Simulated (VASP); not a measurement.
# In5GaP6: single point with PBE

The system is In5GaP6.

```
In Ga P
1.0
     3.91758    0.00000    0.00000
     0.00000    3.91758    0.00000
     0.00000    0.00000   16.16767
In Ga P
5 1 6
Direct
  0.00000 0.00000 0.83823
  0.00000 0.00000 0.16177
  0.50000 0.50000 0.33055
  0.00000 0.00000 0.50000
  0.50000 0.50000 0.66945
  0.50000 0.50000 0.00000
  0.00000 0.00000 0.00000
  0.50000 0.50000 0.15138
  0.00000 0.00000 0.32849
  0.50000 0.50000 0.50000
  0.00000 0.00000 0.67151
  0.50000 0.50000 0.84862
```

* Program: VASP 6.6.1
* Task: single point
* Functional: PBE
* Potentials or basis: VASP PAW PBE potentials, release 64 (In_d, Ga_d, P)
* Cutoff: 520 eV
* k mesh: 4 × 4 × 1
* Occupations: gaussian, width 0.1 eV
* Spin: no spin polarisation

```yaml
Pressure: 0.0 GPa
Largest_force: 0.031 eV/Å
Band_gap_on_the_k_mesh: zero (bands 54 and 55 overlap by 2.20 eV)
```

Forces in eV/Å, atoms in the order of the input:
```
In   0.000  0.000 -0.008
In   0.000  0.000  0.008
In   0.000  0.000 -0.007
In   0.000  0.000  0.000
In   0.000  0.000  0.007
Ga   0.000  0.000  0.000
P    0.000  0.000  0.000
P    0.000  0.000  0.019
P    0.000  0.000 -0.031
P    0.000  0.000  0.000
P    0.000  0.000  0.031
P    0.000  0.000 -0.019
```

Levels at points of the mesh, in eV from the Fermi level:
```tsv
k point	band 52	band 53	band 54	band 55	band 56	band 57
(0.00, 0.00, 0.00)	-0.86	-0.86	-0.84	-0.39	-0.08	-0.08
(0.50, 0.00, 0.00)	-0.10	-0.08	-0.05	1.81	1.93	2.42
(0.50, 0.50, 0.00)	-2.61	-2.56	-2.43	-2.10	-2.10	0.59
```

Wall time 3.1 min on 1 thread of AMD EPYC 7R43 64-Core Processor (Zen 3) (shared host), peak memory 0.31 GiB.

Caveat: the k points lie up to 0.40 Å⁻¹ apart, too coarse for converged energies and pressures of a metal; spin-orbit coupling is left out, which moves the levels of the heavy elements.
